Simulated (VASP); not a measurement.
# TaMn2N3 (P6/mmm) in VASP: notebook

The runs below take TaMn2N3 through single point, relaxation of cell and atoms, with PBE.

Program: VASP 6.6.1. These are calculated values, not measurements. Logs are shortened: lines on timing, memory, paths and dates and some standing lists are left out, and cuts for length are marked.

**1. The cell of the first run**

Symmetry: P6/mmm, No. 191, hexagonal system. Conventional cell: a = 5.115 Å, b = 5.115 Å, c = 3.764 Å, α = 90.00°, β = 90.00°, γ = 120.00°. Ta (site symmetry 6/mmm) has 6 N at 2.56 Å and 6 Mn at 2.95 Å within 3.4 Å. Within 2.0 Å of Mn (site symmetry -6m2) lie 3 N at 1.48 Å. Within 2.0 Å of N (site symmetry mmm) lie 2 Mn at 1.48 Å.

**2. Single point, PBE, collinear spin, ferromagnetic start**

Input file INCAR:

```
ALGO = Normal
EDIFF = 1E-6
ENCUT = 520
GGA = PE
ISIF = 2
ISMEAR = 0
ISPIN = 2
LASPH = True
LCHARG = False
LMAXMIX = 4
LORBIT = 11
LREAL = False
LWAVE = False
MAGMOM = 0 4 4 0 0 0
NBANDS = 39
NELM = 150
PREC = Accurate
SIGMA = 0.1
```

Input file KPOINTS:

```
k-points
0
Gamma
  6 6 4
```

Input file POSCAR:

```
TaMn2N3
1.0
    5.1153460100      0.0000000000      0.0000000000
   -2.5576730100      4.4300196000      0.0000000000
    0.0000000000      0.0000000000      3.7640425700
Ta Mn N
1 2 3
Direct
    0.0000000000      0.0000000000      0.5000000000
    0.3333333300      0.6666666700      0.5000000000
    0.6666666700      0.3333333300      0.5000000000
    0.5000000000      0.0000000000      0.5000000000
    0.0000000000      0.5000000000      0.5000000000
    0.5000000000      0.5000000000      0.5000000000
```

Potentials or basis: VASP PAW PBE potentials, release 64 (Ta_pv, Mn_pv, N).

Run with:

```console
$ cat potpaw_PBE.64/Ta_pv/POTCAR potpaw_PBE.64/Mn_pv/POTCAR potpaw_PBE.64/N/POTCAR > POTCAR
$ mpirun -np 1 vasp_std > vasp.out
```

OUTCAR:

```text
EDIFF = 1E-6
   ENCUT = 520
   GGA = PE
   ISIF = 2
   ISMEAR = 0
   ISPIN = 2
   LASPH = True
   LORBIT = 11
   LREAL = False
   NELM = 150
   PREC = Accurate

 ion  position               nearest neighbor table
   1  0.000  0.000  0.500-   4 2.56   4 2.56   6 2.56   6 2.56   5 2.56   5 2.56   2 2.95   3 2.95
                             3 2.95   2 2.95   2 2.95   3 2.95
   2  0.333  0.667  0.500-   5 1.48   4 1.48   6 1.48   3 2.95   1 2.95   3 2.95   1 2.95   1 2.95
                             3 2.95
   3  0.667  0.333  0.500-   5 1.48   4 1.48   6 1.48   2 2.95   1 2.95   2 2.95   1 2.95   1 2.95
                             2 2.95
   4  0.500  0.000  0.500-   2 1.48   3 1.48   1 2.56   1 2.56
   5  0.000  0.500  0.500-   2 1.48   3 1.48   1 2.56   1 2.56
   6  0.500  0.500  0.500-   2 1.48   3 1.48   1 2.56   1 2.56

  LATTYP: Found a hexagonal cell.
 ALAT       =     5.1153460100
 C/A-ratio  =     0.7358334241

  Lattice vectors:

 A1 = (   5.1153460100,   0.0000000000,   0.0000000000)
 A2 = (  -2.5576730100,   4.4300196000,   0.0000000000)
 A3 = (   0.0000000000,   0.0000000000,   3.7640425700)

Analysis of symmetry for initial positions (statically):
=====================================================================
 Subroutine PRICEL returns:
 Original cell was already a primitive cell.

 Routine SETGRP: Setting up the symmetry group for a
 hexagonal supercell.

 Subroutine GETGRP returns: Found 24 space group operations
 (whereof 24 operations were pure point group operations)
 out of a pool of 24 trial point group operations.

The static configuration has the point symmetry D_6h.

Analysis of symmetry for dynamics (positions and initial velocities):
=====================================================================
 Subroutine PRICEL returns:
 Original cell was already a primitive cell.

 Routine SETGRP: Setting up the symmetry group for a
 hexagonal supercell.

 Subroutine GETGRP returns: Found 24 space group operations
 (whereof 24 operations were pure point group operations)
 out of a pool of 24 trial point group operations.

The dynamic configuration has the point symmetry D_6h.

Analysis of structural, dynamic, and magnetic symmetry:
=====================================================================
 Subroutine PRICEL returns:
 Original cell was already a primitive cell.

 Routine SETGRP: Setting up the symmetry group for a
 hexagonal supercell.

 Subroutine GETGRP returns: Found 24 space group operations
 (whereof 24 operations were pure point group operations)
 out of a pool of 24 trial point group operations.

The overall configuration has the point symmetry D_6h.

 Subroutine INISYM returns: Found 24 space group operations
 (whereof 24 operations are pure point group operations),
 and found     1 'primitive' translations

----------------------------------------------------------------------------------------

                                     Primitive cell

  volume of cell :      85.2973

  direct lattice vectors                    reciprocal lattice vectors
     5.115346010  0.000000000  0.000000000     0.195490197  0.112866318  0.000000000
    -2.557673010  4.430019600  0.000000000     0.000000000  0.225732636  0.000000000
     0.000000000  0.000000000  3.764042570     0.000000000  0.000000000  0.265671809

  length of vectors
     5.115346010  5.115346018  3.764042570     0.225732636  0.225732636  0.265671809

  position of ions in fractional coordinates (direct lattice)
     0.000000000  0.000000000  0.500000000
     0.333333330  0.666666670  0.500000000
     0.666666670  0.333333330  0.500000000
     0.500000000  0.000000000  0.500000000
     0.000000000  0.500000000  0.500000000
     0.500000000  0.500000000  0.500000000

  ion indices of the primitive-cell ions
   primitive index   ion index
                 1           1
                 2           2
                 3           3
                 4           4
                 5           5
                 6           6

[... 48 lines left out ...]
  0.333333  0.333333  0.500000      2.000000
   k-points           NKPTS =     21   k-points in BZ     NKDIM =     21   number of bands    NBANDS=     39
   number of dos      NEDOS =    301   number of ions     NIONS =      6
   total plane-waves  NPLWV =  44800
   dimension x,y,z NGX =    40 NGY =   40 NGZ =   28
   dimension x,y,z NGXF=    80 NGYF=   80 NGZF=   56
   ions per type =               1   2   3
   NGX,Y,Z   is equivalent  to a cutoff of  13.00, 13.00, 12.37 a.u.
   NGXF,Y,Z  is equivalent  to a cutoff of  26.00, 26.00, 24.73 a.u.
 SYSTEM =  unknown system
   PREC   = accura    normal or accurate (medium, high low for compatibility)
   ISTART =      0    job   : 0-new  1-cont  2-samecut
   ICHARG =      2    charge: 1-file 2-atom 10-const
   ISPIN  =      2    spin polarized calculation?
   LNONCOLLINEAR =      F non collinear calculations
   LSORBIT =      F    spin-orbit coupling
   LASPH  =      T    aspherical Exc in radial PAW
   ENCUT  =  520.0 eV  38.22 Ry    6.18 a.u.   9.51  9.51  7.00*2*pi/ulx,y,z
   NELM   =    150;   NELMIN=  2; NELMDL= -5     # of ELM steps
   EDIFF  = 0.1E-05   stopping-criterion for ELM
   LREAL  =      F    real-space projection
   EDIFFG = 0.1E-04   stopping-criterion for IOM
   NSW    =      0    number of steps for IOM
   IBRION =     -1    ionic relax: 0-MD 1-quasi-New 2-CG
   NFREE  =      0    steps in history (QN), initial steepest desc. (CG)
   ISIF   =      2    stress and relaxation
   ISYM   =      2    0-nonsym 1-usesym 2-fastsym
   POTIM  = 0.5000    time-step for ionic-motion
   TEBEG  =    0.0;   TEEND  =   0.0 temperature during run
   PSTRESS=    0.0 pullay stress
   NELECT =      52.0000    total number of electrons
   NUPDOWN=      -1.0000    fix difference up-down
   EMIN   =  10.00;   EMAX   =-10.00  energy-range for DOS
   EFERMI =   0.00;   METHOD = LEGACY
   ISMEAR =     0;   SIGMA  =   0.10  broadening in eV -4-tet -1-fermi 0-gaus
   EFERMI_NEDOS =   21; number of points for ismear=-14 and -15
   IALGO  =     38    algorithm
   IMIX   =      4    mixing-type and parameters
     AMIX     =   0.40;   BMIX     =  1.00
     AMIX_MAG =   1.60;   BMIX_MAG =  1.00
  volume/ion in A,a.u.               =      14.22        95.94
  Fermi-wavevector in a.u.,A,eV,Ry     =   1.388132  2.623190 26.217222  1.926911
  Thomas-Fermi vector in A             =   2.512287
   LORBIT       =     11    0 simple, 1 ext, 2 COOP (PROOUT), +10 PAW based schemes
   GGA     = PE    functional components
   LHFCALC =     F    Hartree Fock is set to
   AEXX    =    0.0000 exact exchange contribution
   IVDW    =     0    specifies the selected vdW correction
   LEPSILON=     F    determine dielectric tensor
   LRPA    =     F    only Hartree local field effects (RPA)
 spin polarized calculation
 Gauss-broadening in eV      SIGMA  =   0.10
  energy-cutoff  :      520.00
  volume of cell :       85.30
 maximum number of plane-waves:      2342
 NGX is ok and might be reduce to    40
   NGX = 19   NGY = 19   NGZ = 13

 number of electron      52.0000007 magnetization       0.0584759

 number of electron      52.0000009 magnetization      -0.0000973

 Free energy of the ion-electron system (eV)
  ---------------------------------------------------
  ext. energy  EPLUGINS =         0.00000000
  ---------------------------------------------------
  free energy    TOTEN  =       -43.12447470 eV

  energy without entropy =      -43.10460522  energy(sigma->0) =      -43.11453996

 E-fermi :   4.8803     XC(G=0): -10.5025

 val. band max:        4.8798582486   @ k =   0.1667   0.1667   0.5000
 cond. band min:       4.9219940737   @ k =   0.5000   0.0000   0.0000
 fundamental gap:      0.0421358251
 Fermi energy:         4.8803399117

 spin component 1

 k-point     1 :       0.0000    0.0000    0.0000
  band No.  band energies     occupation
      1     -44.7821      1.00000
      2     -44.7821      1.00000
      3     -44.7337      1.00000
      4     -44.7337      1.00000
      5     -42.9498      1.00000
      6     -42.9230      1.00000
[... 850 lines left out ...]
     37       9.4347      0.00000
     38      10.4921      0.00000
 Fermi energy:         4.8803399117

 spin component 2

 k-point     1 :       0.0000    0.0000    0.0000
  band No.  band energies     occupation
      1     -44.7821      1.00000
      2     -44.7821      1.00000
      3     -44.7336      1.00000
      4     -44.7336      1.00000
      5     -42.9497      1.00000
      6     -42.9229      1.00000
[... 850 lines left out ...]
     37       9.4347      0.00000
     38      10.4920      0.00000
 [bands above 38 left out]

------------------------ aborting loop because EDIFF is reached ----------------------------------------

  FORCE on cell =-STRESS in cart. coord.  units (eV):
  Direction    XX          YY          ZZ          XY          YZ          ZX
  --------------------------------------------------------------------------------------
  -------------------------------------------------------------------------------------
  Total       56.2070875     56.2070877     -4.0912800     -0.0000001     -0.0000000     -0.0000000
  in kB     1055.7630897   1055.7630927    -76.8483581     -0.0000012     -0.0000000     -0.0000000
  external PRESSURE =     678.2259415 kB  Pullay stress =       0.0000000 kB

 VOLUME and BASIS-vectors are now :
 -----------------------------------------------------------------------------
  energy-cutoff  :      520.00
  volume of cell :       85.30
      direct lattice vectors                 reciprocal lattice vectors
     5.115346010  0.000000000  0.000000000     0.195490197  0.112866318  0.000000000
    -2.557673010  4.430019600  0.000000000     0.000000000  0.225732636  0.000000000
     0.000000000  0.000000000  3.764042570     0.000000000  0.000000000  0.265671809

 POSITION                                       TOTAL-FORCE (eV/Angst)
 -----------------------------------------------------------------------------------
      0.00000      0.00000      1.88202         0.000000      0.000000      0.000000
     -0.00000      2.95335      1.88202         0.000000      0.000000      0.000000
      2.55767      1.47667      1.88202        -0.000000      0.000000     -0.000000
      2.55767      0.00000      1.88202        -0.000000      0.000000      0.000000
     -1.27884      2.21501      1.88202        -0.000000      0.000000      0.000000
      1.27884      2.21501      1.88202         0.000000      0.000000      0.000000
 -----------------------------------------------------------------------------------
    total drift:                                0.000000     -0.000000     -0.000000

  FREE ENERGIE OF THE ION-ELECTRON SYSTEM (eV)
  ---------------------------------------------------
  free  energy   TOTEN  =       -43.1244746975 eV

  energy  without entropy=      -43.1046052232  energy(sigma->0) =      -43.11453996

 total charge

# of ion       s       p       d       tot
------------------------------------------
    1        0.247   6.036   2.184   8.467
    2        0.635   6.964   6.235  13.834
    3        0.635   6.964   6.235  13.834
    4        1.346   2.629   0.000   3.976
    5        1.346   2.629   0.000   3.976
    6        1.346   2.629   0.000   3.976
--------------------------------------------------
tot          5.557  27.851  14.653  48.061

 magnetization (x)

# of ion       s       p       d       tot
------------------------------------------
    1        0.000  -0.000  -0.000  -0.000
    2        0.000   0.000   0.000   0.000
    3        0.000   0.000   0.000   0.000
    4       -0.000   0.000   0.000   0.000
    5       -0.000   0.000   0.000   0.000
    6       -0.000   0.000   0.000   0.000
--------------------------------------------------
tot          0.000   0.000  -0.000  -0.000
```

Run time: 3.8 min. Hardware: 1 thread of Oxide Virtual Turin-like, shared host; peak memory 0.26 GiB.

What came out:

* Free energy: -43.1245 eV
* Pressure: 67.8 GPa
* Band gap on the k mesh: zero (filled and empty bands overlap)
* Net moment: 0.00 μB per cell
* Valence electrons inside the program's atomic spheres: Ta 8.47; Mn 13.83; N 3.98

Levels at points of the mesh, in eV from the Fermi level:
Spin up:
| k point | band 24 | band 25 | band 26 | band 27 | band 28 | band 29 |
| --- | --- | --- | --- | --- | --- | --- |
| (0.00, 0.00, 0.00) | -2.62 | -1.53 | -1.53 | -0.68 | -0.25 | 0.86 |
| (0.50, 0.00, 0.00) | -1.18 | -1.05 | 0.04 | 0.76 | 1.10 | 1.67 |
| (0.00, 0.00, 0.50) | -2.00 | -2.00 | -0.63 | 0.14 | 0.14 | 1.17 |
| (0.50, 0.00, 0.50) | -0.44 | -0.24 | -0.21 | 1.07 | 1.18 | 1.50 |
Spin down:
```
           k point  band 23  band 24  band 25  band 26  band 27  band 28  band 29  band 30
(0.00, 0.00, 0.00)    -2.62    -2.62    -1.53    -1.53    -0.68    -0.25     0.86     0.86
(0.50, 0.00, 0.00)    -1.90    -1.18    -1.05     0.04     0.76     1.10     1.67     1.91
(0.00, 0.00, 0.50)    -2.48    -2.00    -2.00    -0.63     0.14     0.14     1.17     1.30
(0.50, 0.00, 0.50)    -0.74    -0.44    -0.24    -0.21     1.07     1.18     1.50     1.96
```

Caveat: the k points lie up to 0.42 Å⁻¹ apart; the starting moments collapsed, and a magnetic state may lie lower; spin-orbit coupling is left out, which moves the levels of the heavy elements.

**3. Relaxation of cell and atoms, PBE**

This run uses another cell than the first one, of 12.92 Å³/atom, 0.909 times its volume.

Input file INCAR:

```
  ALGO = Normal
  EDIFF = 1E-6
  EDIFFG = -0.01
  ENCUT = 600
  GGA = PE
  IBRION = 2
  ISIF = 3
  ISMEAR = 0
  LASPH = True
  LCHARG = False
  LREAL = False
  LWAVE = False
  NELM = 60
  NSW = 100
  PREC = Accurate
  SIGMA = 0.1
```

Input file KPOINTS:

```
k-points
0
Gamma
  6 6 14
```

Input file POSCAR:

```
TaMn2N3
1.0
    5.7857226583      0.0000000000      0.0000000000
   -2.8928613292      5.0105828014      0.0000000000
    0.0000000000      0.0000000000      2.6746683468
Ta Mn N
1 2 3
Direct
    0.0000000000      0.0000000000      0.5000000000
    0.3333333333      0.6666666667      0.5000000000
    0.6666666667      0.3333333333      0.5000000000
    0.5000000000      0.0000000000      0.5000000000
    0.0000000000      0.5000000000      0.5000000000
    0.5000000000      0.5000000000      0.5000000000
```

Potentials or basis: VASP PAW PBE potentials, release 64 (Ta_pv, Mn_pv, N).

Run with:

```console
$ cat potpaw_PBE.64/Ta_pv/POTCAR potpaw_PBE.64/Mn_pv/POTCAR potpaw_PBE.64/N/POTCAR > POTCAR
$ mpirun -np 1 vasp_std > vasp.out
```

OUTCAR:

```text
EDIFF = 1E-6
   EDIFFG = -0.01
   ENCUT = 600
   GGA = PE
   IBRION = 2
   ISIF = 3
   ISMEAR = 0
   LASPH = True
   LREAL = False
   NELM = 60
   NSW = 100
   PREC = Accurate

 ion  position               nearest neighbor table
   1  0.000  0.000  0.500-   2 3.34   3 3.34   3 3.34   2 3.34   3 3.34   2 3.34
   2  0.333  0.667  0.500-   5 1.67   4 1.67   6 1.67   1 3.34   1 3.34   1 3.34
   3  0.667  0.333  0.500-   5 1.67   4 1.67   6 1.67   1 3.34   1 3.34   1 3.34
   4  0.500  0.000  0.500-   2 1.67   3 1.67
   5  0.000  0.500  0.500-   2 1.67   3 1.67
   6  0.500  0.500  0.500-   2 1.67   3 1.67

  LATTYP: Found a hexagonal cell.
 ALAT       =     5.7857226583
 C/A-ratio  =     0.4622876873

  Lattice vectors:

 A1 = (   5.7857226583,   0.0000000000,   0.0000000000)
 A2 = (  -2.8928613292,   5.0105828014,   0.0000000000)
[... 347 lines left out ...]

 Free energy of the ion-electron system (eV)
  ---------------------------------------------------
  ext. energy  EPLUGINS =         0.00000000
  ---------------------------------------------------
  free energy    TOTEN  =       -50.95231592 eV

  energy without entropy =      -50.93496905  energy(sigma->0) =      -50.94364248

 E-fermi :   5.4796     XC(G=0): -11.3823

 val. band max:        5.4642599433   @ k =   0.1667  -0.0000   0.1429
 cond. band min:       5.4810274583   @ k =   0.3333   0.1667   0.4286
 fundamental gap:      0.0167675150
 Fermi energy:         5.4796259244

 k-point     1 :       0.0000    0.0000    0.0000
  band No.  band energies     occupation
      1     -43.5913      2.00000
      2     -43.5913      2.00000
      3     -43.5755      2.00000
      4     -43.5755      2.00000
      5     -42.4884      2.00000
      6     -42.4843      2.00000
[... 805 lines left out ...]
     30       6.3887      0.00000
     31       6.5706      0.00000

 [... further k-points ...]
[... 5 lines left out ...]
  --------------------------------------------------------------------------------------
  -------------------------------------------------------------------------------------
  Total        0.0030047      0.0030047     -0.0043790     -0.0000000      0.0000000      0.0000000
  in kB        0.0617108      0.0617108     -0.0899370     -0.0000000      0.0000000      0.0000000
  external PRESSURE =       0.0111616 kB  Pullay stress =       0.0000000 kB
[... 21 lines left out ...]
  FREE ENERGIE OF THE ION-ELECTRON SYSTEM (eV)
  ---------------------------------------------------
  free  energy   TOTEN  =       -50.9523159157 eV

  energy  without entropy=      -50.9349690523  energy(sigma->0) =      -50.94364248

 reached required accuracy - stopping structural energy minimisation
```

It took 15 min on 1 thread of Oxide Virtual Turin-like, shared host; peak memory 0.31 GiB.

Results:

```yaml
Free_energy: -50.9523 eV
Relaxed_volume: 13.00 Å³/atom
Relaxed_cell: a = 5.786 Å, b = 5.786 Å, c = 2.691 Å, α = 90.00°, β = 90.00°, γ = 120.00°
Space_group_after_relaxing_to_0.05_Å: P6/mmm (No. 191)
Energy_gained_by_relaxing: 0.3 meV/atom
Ionic_steps: 5
Pressure_after_relaxing: 0.0 GPa
Band_gap_on_the_k_mesh: zero (band 26 reaches 6.51 eV, above the bottom of band 27 at 4.41 eV)
```

Step by step:
| step | energy change (eV) | largest force (eV/Å) | pressure (GPa) | volume (Å³) |
| --- | --- | --- | --- | --- |
| 1 | 0.0000 | 0.0000 | 0.60 | 77.54 |
| 2 | -0.0016 | 0.0000 | -0.31 | 78.08 |
| 3 | -0.0016 | 0.0000 | -0.29 | 78.05 |
| 4 | -0.0016 | 0.0000 | 0.33 | 77.96 |
| 5 | -0.0019 | 0.0000 | 0.00 | 78.01 |

Final structure:
```cif
data_structure
_symmetry_space_group_name_H-M 'P 1'
_symmetry_Int_Tables_number 1
_cell_length_a 5.7861
_cell_length_b 5.7861
_cell_length_c 2.6905
_cell_angle_alpha 90.000
_cell_angle_beta 90.000
_cell_angle_gamma 120.000
_cell_volume 78.01
loop_
_atom_site_label
_atom_site_type_symbol
_atom_site_fract_x
_atom_site_fract_y
_atom_site_fract_z
_atom_site_occupancy
Ta1 Ta 0.00000 0.00000 0.50000 1
Mn1 Mn 0.33333 0.66667 0.50000 1
Mn2 Mn 0.66667 0.33333 0.50000 1
N1 N 0.50000 0.00000 0.50000 1
N2 N 0.00000 0.50000 0.50000 1
N3 N 0.50000 0.50000 0.50000 1
```

Levels at points of the mesh, in eV from the Fermi level:
```
           k point  band 23  band 24  band 25  band 26  band 27  band 28  band 29  band 30
(0.00, 0.00, 0.00)    -2.22    -1.95    -1.95    -0.77    -0.36    -0.36    -0.28     1.12
(0.50, 0.00, 0.00)    -2.39    -1.99    -0.33     0.15     0.41     1.20     1.56     1.65
(0.00, 0.00, 0.50)    -1.66    -1.11    -1.11    -1.07    -1.07     1.19     1.61     1.77
(0.50, 0.00, 0.50)    -1.61    -1.58    -0.51     0.02     0.62     0.99     1.72     1.94
```

Caveat: spin-orbit coupling is left out, which moves the levels of the heavy elements; the run has no spin polarisation, though such a crystal can be magnetic. Spin polarisation is off, so any magnetic state and its effect on volume and gap are missing.
